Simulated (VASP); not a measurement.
# VH2 (I4/mmm) in VASP: single point with PBEsol

Aim: the single point of VH2 with PBEsol.

Program: VASP 6.6.1. These are calculated values, not measurements. Logs are shortened: lines on timing, memory, paths and dates and some standing lists are left out, and cuts for length are marked.

## (1) The cell of the first run

The structure is tetragonal, space group I4/mmm (No. 139). The conventional cell has a = 3.201 Å, b = 3.201 Å, c = 4.152 Å, α = 90.00°, β = 90.00°, γ = 90.00°. Within 2.5 Å of V (site symmetry 4/mmm) lie 8 H at 1.91 Å. H (site symmetry -4m2) has 4 V at 1.91 Å and 6 H at 2.08 to 2.26 Å within 2.5 Å.

## (2) Single point, PBEsol (Ti replaced by V, lengths x 0.981, strained)

File INCAR:

```
  PREC = Accurate
  ENCUT = 520
  EDIFF = 1E-6
  ISMEAR = 0
  SIGMA = 0.1
  LREAL = F
  LASPH = T
  NELM = 80
  ALGO = Normal
  ISIF = 2
  LWAVE = F
  LCHARG = F
  GGA = PS
  NBANDS = 14
```

File KPOINTS:

```
regular mesh
0
Gamma
  18 18 18
```

File POSCAR:

```
VH2
1.0
   -1.6005038494      1.6005038494      2.0760564928
    1.6005038494     -1.6005038494      2.0760564928
    1.6005038494      1.6005038494     -2.0760564928
V H
1 2
Direct
    0.0000000000      0.0000000000      0.0000000000
    0.7500000000      0.2500000000      0.5000000000
    0.2500000000      0.7500000000      0.5000000000
```

Potentials or basis: VASP PAW PBE potentials, release 64 (V_sv, H).

Started as:

```sh
cat potpaw_PBE.64/V_sv/POTCAR potpaw_PBE.64/H/POTCAR > POTCAR
mpirun -np 1 vasp_std > vasp.out
```

OUTCAR:

```text
PREC = Accurate
   ENCUT = 520
   EDIFF = 1E-6
   ISMEAR = 0
   LREAL = F
   LASPH = T
   NELM = 80
   ISIF = 2
   GGA = PS

 ion  position               nearest neighbor table
   1  0.000  0.000  0.000-
   2  0.750  0.250  0.500-
   3  0.250  0.750  0.500-

  LATTYP: Found a body centered tetragonal cell.
 ALAT       =     3.2010076988
 C/A-ratio  =     1.2971268351

  Lattice vectors:

 A1 = (  -1.6005038494,   1.6005038494,   2.0760564928)
 A2 = (   1.6005038494,  -1.6005038494,   2.0760564928)
 A3 = (   1.6005038494,   1.6005038494,  -2.0760564928)

Analysis of symmetry for initial positions (statically):
=====================================================================
 Subroutine PRICEL returns:
 Original cell was already a primitive cell.

 Routine SETGRP: Setting up the symmetry group for a
 body centered tetragonal supercell.

 Subroutine GETGRP returns: Found 16 space group operations
 (whereof 16 operations were pure point group operations)
 out of a pool of 16 trial point group operations.

The static configuration has the point symmetry D_4h.

Analysis of symmetry for dynamics (positions and initial velocities):
=====================================================================
 Subroutine PRICEL returns:
 Original cell was already a primitive cell.

 Routine SETGRP: Setting up the symmetry group for a
 body centered tetragonal supercell.

 Subroutine GETGRP returns: Found 16 space group operations
 (whereof 16 operations were pure point group operations)
 out of a pool of 16 trial point group operations.

The dynamic configuration has the point symmetry D_4h.

 Subroutine INISYM returns: Found 16 space group operations
 (whereof 16 operations are pure point group operations),
 and found     1 'primitive' translations

----------------------------------------------------------------------------------------

                                     Primitive cell

  volume of cell :      21.2722

  direct lattice vectors                    reciprocal lattice vectors
    -1.600503849  1.600503849  2.076056493     0.000000000  0.312401623  0.240841230
     1.600503849 -1.600503849  2.076056493     0.312401623  0.000000000  0.240841230
     1.600503849  1.600503849 -2.076056493     0.312401623  0.312401623  0.000000000

  length of vectors
     3.071357307  3.071357307  3.071357307     0.394460736  0.394460736  0.441802612

  position of ions in fractional coordinates (direct lattice)
     0.000000000  0.000000000  0.000000000
     0.750000000  0.250000000  0.500000000
     0.250000000  0.750000000  0.500000000

  ion indices of the primitive-cell ions
   primitive index   ion index
                 1           1
                 2           2
                 3           3

----------------------------------------------------------------------------------------

 KPOINTS: regular mesh

Automatic generation of k-mesh.
 Grid dimensions read from file:
 generate k-points for:   18   18   18

 Generating k-lattice:

  Cartesian coordinates                     Fractional coordinates (reciprocal lattice)
     0.000000000  0.017355646  0.013380068     0.055555556 -0.000000000  0.000000000
     0.017355646  0.000000000  0.013380068    -0.000000000  0.055555556  0.000000000
     0.017355646  0.017355646  0.000000000     0.000000000  0.000000000  0.055555556

  Length of vectors
     0.021914485  0.021914485  0.024544590

  Shift w.r.t. Gamma in fractional coordinates (k-lattice)
     0.000000000  0.000000000  0.000000000

 Subroutine IBZKPT returns following result:
 ===========================================

 Found    480 irreducible k-points:

 Following reciprocal coordinates:
            Coordinates               Weight
  0.000000  0.000000  0.000000      1.000000
  0.055556  0.000000 -0.000000      8.000000
  0.111111  0.000000 -0.000000      8.000000
  0.166667  0.000000 -0.000000      8.000000
  0.222222  0.000000 -0.000000      8.000000
  0.277778  0.000000 -0.000000      8.000000
[... 16 lines left out ...]
 -0.277778  0.055556  0.000000     16.000000
 -0.222222  0.055556  0.000000     16.000000
 [... further k-points ...]
   k-points           NKPTS =    480   k-points in BZ     NKDIM =    480   number of bands    NBANDS=     14
   number of dos      NEDOS =    301   number of ions     NIONS =      3
   total plane-waves  NPLWV =  13824
   dimension x,y,z NGX =    24 NGY =   24 NGZ =   24
   dimension x,y,z NGXF=    48 NGYF=   48 NGZF=   48
   ions per type =               1   2
   NGX,Y,Z   is equivalent  to a cutoff of  12.99, 12.99, 12.99 a.u.
   NGXF,Y,Z  is equivalent  to a cutoff of  25.98, 25.98, 25.98 a.u.
 SYSTEM =  unknown system
   PREC   = accura    normal or accurate (medium, high low for compatibility)
   ISTART =      0    job   : 0-new  1-cont  2-samecut
   ICHARG =      2    charge: 1-file 2-atom 10-const
   ISPIN  =      1    spin polarized calculation?
   LNONCOLLINEAR =      F non collinear calculations
   LSORBIT =      F    spin-orbit coupling
   LASPH  =      T    aspherical Exc in radial PAW
   ENCUT  =  520.0 eV  38.22 Ry    6.18 a.u.   5.71  5.71  5.71*2*pi/ulx,y,z
   NELM   =     80;   NELMIN=  2; NELMDL= -5     # of ELM steps
   EDIFF  = 0.1E-05   stopping-criterion for ELM
   LREAL  =      F    real-space projection
   EDIFFG = 0.1E-04   stopping-criterion for IOM
   NSW    =      0    number of steps for IOM
   IBRION =     -1    ionic relax: 0-MD 1-quasi-New 2-CG
   NFREE  =      0    steps in history (QN), initial steepest desc. (CG)
   ISIF   =      2    stress and relaxation
   ISYM   =      2    0-nonsym 1-usesym 2-fastsym
   POTIM  = 0.5000    time-step for ionic-motion
   TEBEG  =    0.0;   TEEND  =   0.0 temperature during run
   PSTRESS=    0.0 pullay stress
   NELECT =      15.0000    total number of electrons
   NUPDOWN=      -1.0000    fix difference up-down
   EMIN   =  10.00;   EMAX   =-10.00  energy-range for DOS
   EFERMI =   0.00;   METHOD = LEGACY
   ISMEAR =     0;   SIGMA  =   0.10  broadening in eV -4-tet -1-fermi 0-gaus
   EFERMI_NEDOS =   21; number of points for ismear=-14 and -15
   IALGO  =     38    algorithm
   IMIX   =      4    mixing-type and parameters
     AMIX     =   0.40;   BMIX     =  1.00
     AMIX_MAG =   1.60;   BMIX_MAG =  1.00
  volume/ion in A,a.u.               =       7.09        47.85
  Fermi-wavevector in a.u.,A,eV,Ry     =   1.457139  2.753594 28.888634  2.123255
  Thomas-Fermi vector in A             =   2.573976
   LORBIT       =      0    0 simple, 1 ext, 2 COOP (PROOUT), +10 PAW based schemes
   GGA     = PS    functional components
   LHFCALC =     F    Hartree Fock is set to
   AEXX    =    0.0000 exact exchange contribution
   IVDW    =     0    specifies the selected vdW correction
   LEPSILON=     F    determine dielectric tensor
   LRPA    =     F    only Hartree local field effects (RPA)
 non-spin polarized calculation
 Gauss-broadening in eV      SIGMA  =   0.10
  energy-cutoff  :      520.00
  volume of cell :       21.27
 maximum number of plane-waves:       588
   NGX = 11   NGY = 11   NGZ = 11

 number of electron      14.9999996 magnetization

 Free energy of the ion-electron system (eV)
  ---------------------------------------------------
  ext. energy  EPLUGINS =         0.00000000
  ---------------------------------------------------
  free energy    TOTEN  =       -16.78410482 eV

  energy without entropy =      -16.77500307  energy(sigma->0) =      -16.77955395

 E-fermi :   7.0255     XC(G=0): -11.8512

 val. band max:        7.0244739266   @ k =  -0.2778  -0.3889   0.1111
 cond. band min:       7.0266915832   @ k =  -0.2778   0.2778   0.2222
 fundamental gap:      0.0022176566
 Fermi energy:         7.0254899945

 k-point     1 :       0.0000    0.0000    0.0000
  band No.  band energies     occupation
      1     -57.3680      2.00000
      2     -31.2069      2.00000
      3     -31.2069      2.00000
      4     -31.2003      2.00000
      5      -3.7336      2.00000
      6       6.0772      2.00000
      7       6.0772      2.00000
      8       6.4328      2.00000
      9       7.3869      0.00000
     10       7.8574      0.00000
     11       8.2506      0.00000
     12      21.8626      0.00000
     13      22.8794      0.00000
     14      22.8794      0.00000

 k-point     2 :       0.0556    0.0000   -0.0000
  band No.  band energies     occupation
      1     -57.3671      2.00000
      2     -31.2128      2.00000
      3     -31.2083      2.00000
      4     -31.2024      2.00000
      5      -3.6588      2.00000
      6       5.7911      2.00000
      7       6.1031      2.00000
      8       6.3665      2.00000
      9       7.3780      0.00000
     10       7.8385      0.00000
     11       8.6626      0.00000
     12      21.0182      0.00000
     13      22.8211      0.00000
     14      22.8967      0.00000

 k-point     3 :       0.1111    0.0000   -0.0000
  band No.  band energies     occupation
      1     -57.3643      2.00000
      2     -31.2332      2.00000
      3     -31.2122      2.00000
      4     -31.2047      2.00000
      5      -3.4378      2.00000
      6       5.1020      2.00000
      7       6.1693      2.00000
      8       6.4119      2.00000
      9       7.3644      0.00000
     10       7.7897      0.00000
     11       9.4639      0.00000
     12      19.6843      0.00000
     13      22.1856      0.00000
     14      22.6578      0.00000
[... 324 lines left out ...]
 k-point    23 :      -0.2778    0.0556    0.0000
  band No.  band energies     occupation
      1     -57.3508      2.00000
      2     -31.3313      2.00000
      3     -31.2313      2.00000
      4     -31.2167      2.00000
      5      -2.2108      2.00000
      6       3.2461      2.00000
      7       6.2707      2.00000
      8       6.6687      2.00000
      9       7.4732      0.00000
     10       7.8422      0.00000
     11      11.3128      0.00000
     12      16.3925      0.00000
     13      19.3398      0.00000
     14      20.9242      0.00000

 k-point    24 :      -0.2222    0.0556    0.0000
  band No.  band energies     occupation
      1     -57.3562      2.00000
      2     -31.2913      2.00000
      3     -31.2233      2.00000
      4     -31.2131      2.00000
      5      -2.7375      2.00000
      6       3.8479      2.00000
      7       6.3063      2.00000
      8       6.6214      2.00000
      9       7.3137      0.00005
     10       7.7884      0.00000
     11      10.8338      0.00000
     12      17.4976      0.00000
     13      20.0490      0.00000
     14      21.3338      0.00000

 [... further k-points ...]
[... 5 lines left out ...]
  --------------------------------------------------------------------------------------
  -------------------------------------------------------------------------------------
  Total       -3.5358205     -3.5358205     -1.8719039      0.0000000     -0.0000000      0.0000000
  in kB     -266.3104405   -266.3104405   -140.9877987      0.0000000     -0.0000000      0.0000000
  external PRESSURE =    -224.5362265 kB  Pullay stress =       0.0000000 kB

 VOLUME and BASIS-vectors are now :
 -----------------------------------------------------------------------------
  energy-cutoff  :      520.00
  volume of cell :       21.27
      direct lattice vectors                 reciprocal lattice vectors
    -1.600503849  1.600503849  2.076056493     0.000000000  0.312401623  0.240841230
     1.600503849 -1.600503849  2.076056493     0.312401623  0.000000000  0.240841230
     1.600503849  1.600503849 -2.076056493     0.312401623  0.312401623  0.000000000

 POSITION                                       TOTAL-FORCE (eV/Angst)
 -----------------------------------------------------------------------------------
      0.00000      0.00000      0.00000        -0.000000     -0.000000      0.000000
      0.00000      1.60050      1.03803        -0.000000      0.000000      0.000000
      1.60050      0.00000      1.03803         0.000000     -0.000000     -0.000000
 -----------------------------------------------------------------------------------
    total drift:                                0.000000      0.000000      0.000000

  FREE ENERGIE OF THE ION-ELECTRON SYSTEM (eV)
  ---------------------------------------------------
  free  energy   TOTEN  =       -16.7841048233 eV

  energy  without entropy=      -16.7750030742  energy(sigma->0) =      -16.77955395
```

Wall time 51 s (1 thread of Intel Xeon Platinum 8488C (Sapphire Rapids), shared host); peak memory 0.25 GiB.

What came out:

```
Free energy            : -16.7841 eV
Pressure               : -22.5 GPa
Band gap on the k mesh : zero (an odd number of electrons rules out a gap without spin polarisation)
```

Levels at points of the mesh, in eV from the Fermi level:
```tsv
k point	band 3	band 4	band 5	band 6	band 7	band 8	band 9	band 10	band 11	band 12
(0.00, 0.00, 0.00)	-38.23	-38.23	-10.76	-0.95	-0.95	-0.59	0.36	0.83	1.23	14.84
(0.50, 0.00, 0.00)	-38.28	-38.25	-7.26	-5.35	-1.00	-0.44	1.13	1.39	3.57	7.33
(0.50, 0.50, 0.00)	-38.32	-38.29	-5.79	-5.49	-3.21	1.14	1.32	1.52	5.54	6.92
(0.50, 0.50, 0.50)	-38.34	-38.34	-6.25	-4.55	-3.08	1.36	1.38	1.38	6.54	6.54
```

Caveat: the cell differs from its parent crystal (Ti replaced by V, lengths x 0.981, strained); the stress differs along the axes, from -27 to -14 GPa; the PAW data sets were made with another functional, which shifts forces and pressure a little.
